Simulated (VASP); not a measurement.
Set up this calculation in VASP 6.6.1, as the native input.

```
Task                   : single point
Functional             : PBE
Potentials or basis    : VASP PAW PBE potentials, release 64 (Ti_sv, Si)
Cutoff                 : 520 eV
k mesh                 : 1 × 1 × 1
Occupations            : gaussian, width 0.05 eV
Spin                   : collinear spin
Dipole correction      : no
Further INCAR settings : LREAL = Auto; ALGO = Normal; EDIFF = 1e-06; NBANDS = 174
```

The structure of TiSi63 (a cell with a defect) lies in POSCAR:

```
TiSi63
1.0
    6.6508880000      6.6508890000      3.8447710000
   -9.9763330000      3.3254440000      1.9223860000
    3.3254440000     -9.9763330000      9.6119280000
Ti Si
1 63
Direct
    0.1336041270      0.9672755166      0.9613933324
    0.3824476532      0.7045035568      0.7043660359
    0.1337522522      0.7085313755      0.2057095142
    0.6327228774      0.4543762630      0.4551668435
    0.8868959809      0.2014070112      0.2020031217
    0.3802772764      0.4523302621      0.9549597796
    0.6304915855      0.2054656742      0.7032342973
    0.1326676337      0.4543357324      0.4541735493
    0.3870757187      0.2062027270      0.2052808779
    0.1318698965      0.2027089931      0.7048870273
    0.8820205364      0.9531951835      0.4565176283
    0.6396990670      0.9533694304      0.9546528612
    0.8798478162      0.7031929552      0.7037253168
    0.3838223987      0.9556744402      0.4536129533
    0.6342955257      0.7015746525      0.2051304674
    0.8865433938      0.4577968781      0.9541248249
    0.1196756418      0.5544292387      0.0460861767
    0.3641753676      0.2920438449      0.7966035149
    0.6161731970      0.0464706282      0.5444969499
    0.1181320881      0.2961319385      0.2952497811
    0.3834298666      0.0502103823      0.0493998603
    0.1159486071      0.0443059507      0.5453410327
    0.8655042310      0.7929034275      0.2983656094
    0.6149884971      0.7939630903      0.7948181484
    0.8652516556      0.5442179341      0.5446736608
    0.3674622318      0.7964604391      0.2945970608
    0.6120939465      0.5390141532      0.0454419005
    0.1139950427      0.7914868360      0.7910758433
    0.3649309650      0.5449983618      0.5447636532
    0.8637147263      0.2996484324      0.7927472884
    0.6210662166      0.2962154230      0.2964190055
    0.8733626592      0.0414369957      0.0420286068
    0.0394388514      0.1500985095      0.9532887304
    0.2945781129      0.8831676273      0.7033104032
    0.5439407734      0.6338367327      0.4551902136
    0.0419405904      0.8860557853      0.2092298788
    0.2974854006      0.6356980338      0.9542832832
    0.0444488799      0.6337716823      0.4550257374
    0.7979942747      0.3816577834      0.2041123881
    0.5395779324      0.3831511735      0.7051415559
    0.7955960604      0.1333754767      0.4544532113
    0.2954843250      0.3841814507      0.2049312825
    0.5540148056      0.1339610721      0.9545070502
    0.0453274718      0.3832815565      0.7039145405
    0.2933915650      0.1340567475      0.4548148996
    0.7923543334      0.8837932782      0.7052727961
    0.5479113024      0.8824944917      0.2051931772
    0.7869072858      0.6293099521      0.9542639117
    0.2044654040      0.6146868990      0.7938687342
    0.4533524344      0.3656931877      0.5447649770
    0.7088959736      0.1146481319      0.2935091766
    0.2029795383      0.3736030759      0.0479408755
    0.4558104193      0.1141694877      0.7952897710
    0.2064024958      0.1169665772      0.2944758735
    0.9456595376      0.8555534469      0.0486723319
    0.7025449843      0.8659486598      0.5457522387
    0.9565047990      0.6142937367      0.2946029708
    0.4629281374      0.8653656274      0.0447230422
    0.7022932869      0.6138887095      0.7940529736
    0.2058760345      0.8655192954      0.5434941331
    0.4548298541      0.6161445283      0.2951258690
    0.9554280811      0.3653745642      0.5442258707
    0.7105232834      0.3657592535      0.0441982940
    0.9484499250      0.1181369483      0.7922101064
```

One way to write it, as run:

INCAR

```
  ALGO = Normal
  EDIFF = 1E-6
  ENCUT = 520
  GGA = PE
  ISIF = 2
  ISMEAR = 0
  ISPIN = 2
  LASPH = T
  LCHARG = T
  LELF = T
  LMAXMIX = 4
  LORBIT = 11
  LREAL = Auto
  LUSENCCL = F
  LVHAR = T
  LWAVE = F
  MAGMOM = 0.2 0 0 0 0 0 0 0 0 0 0 0 0 0 0 0 0 0 0 0 0.2 0 0 0 0 0 0 0.2 0 0 0 0 0.2 0 0 0 0 0 0 0 0 0 0 0 0 0 0 0 0 0 0 0 0 0 0.2 0 0 0 0 0 0 0 0 0
  NBANDS = 174
  NELM = 150
  PREC = Accurate
  SIGMA = 0.05
```

KPOINTS

```
k-points
0
Gamma
  1 1 1
```

Potentials or basis: VASP PAW PBE potentials, release 64 (Ti_sv, Si).

Launch:

```console
$ cat potpaw_PBE.64/Ti_sv/POTCAR potpaw_PBE.64/Si/POTCAR > POTCAR
$ mpirun -np 1 vasp_gam > vasp.out
```

Results of the run:

```yaml
Pressure: 1.8 GPa
Largest_force: 0.042 eV/Å
Band_gap_on_the_k_mesh: 0.96 eV
Net_moment: 0.00 μB per cell
Valence_electrons_inside_the_program's_atomic_spheres: Ti 10.26; Si 1.68, 1.69, 1.67, 1.74, 1.72 (each value once)
```

Caveat: the k points lie up to 0.67 Å⁻¹ apart.

It took 3.7 min on 1 × NVIDIA H100 80GB with 1 thread of AMD EPYC 7R13 Processor (Zen 3), on a shared host, peak memory 2.1 GiB.
